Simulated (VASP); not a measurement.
Input of a VASP 6.6.1 run:

File INCAR:

```
SYSTEM = Be2ZnTe2Se
ALGO = Normal
EDIFF = 1E-6
ENCUT = 520
GGA = PE
ISIF = 2
ISMEAR = 0
LASPH = .True.
LCHARG = .False.
LREAL = .False.
LWAVE = .False.
NBANDS = 26
NELM = 60
PREC = Accurate
SIGMA = 0.1
```

KPOINTS

```
k-points
0
Gamma
  4 4 4
  0 0 0
```

File POSCAR:

```
Be2ZnTe2Se
1.0
    2.8326411400     -4.7158030700      0.0000000000
    2.8326411400      4.7158030700      0.0000000000
    0.0000000000      0.0000000000      4.5631886700
Be Zn Te Se
2 1 2 1
Direct
    0.6641809900      0.3358190100      0.0000000000
    0.3358190100      0.6641809900      0.0000000000
    0.0000000000      0.0000000000      0.0000000000
    0.5000000000      0.0000000000      0.5000000000
    0.0000000000      0.5000000000      0.5000000000
    0.5000000000      0.5000000000      0.5000000000
```

Potentials or basis: VASP PAW PBE potentials, release 64 (Be, Zn, Te, Se).

Run with:

```console
$ cat potpaw_PBE.64/Be/POTCAR potpaw_PBE.64/Zn/POTCAR potpaw_PBE.64/Te/POTCAR potpaw_PBE.64/Se/POTCAR > POTCAR
$ mpirun -np 1 vasp_std > vasp.out
```

Problem. What does it give for the band gap on the k mesh?

Solution. Zero (band 17 reaches 6.85 eV, above the bottom of band 18 at 4.51 eV).

Problem. Predict the pressure.

Solution. 7.8 GPa.

Problem. What does it give for the largest force?

Solution. 0.314 eV/Å.

Stress tensor (GPa, compression positive):
```
12.31  0.00  0.00
 0.00  6.33  0.00
 0.00  0.00  4.64
```

Caveat: spin-orbit coupling is left out, which moves the levels of the heavy elements.
